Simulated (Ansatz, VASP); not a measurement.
## Cu in VASP and in Ansatz

```xyz
1
Lattice="2.3596 0.0000 0.0000 0.0000 2.3596 0.0000 0.0000 0.0000 2.3596" Properties=species:S:1:pos:R:3 pbc="T T T"
Cu    0.0000    0.0000    0.0000
```

Change from the starting cell: volume scaled by 1, crystal datasets.

Alike in both runs: task single point; functional PBEsol; k mesh 18 × 18 × 18; occupations fermi-dirac, width 0.08 eV; no spin polarisation.

|  | VASP | Ansatz |
| --- | --- | --- |
| version | VASP 6.6.1 | Ansatz 0.2.0 |
| potentials or method | VASP PAW PBE potentials, release 64 (Cu), cutoff 520 eV | all-electron PAW with datasets made for the crystal, scalar-relativistic |

|  | VASP | Ansatz | Ansatz less VASP |
| --- | --- | --- | --- |
| pressure (GPa) | 0.5 | 0.1 | -0.44 |

VASP's potentials were made for PBE, not for PBEsol. Ansatz ran all-electron here, and VASP with PAW potentials.
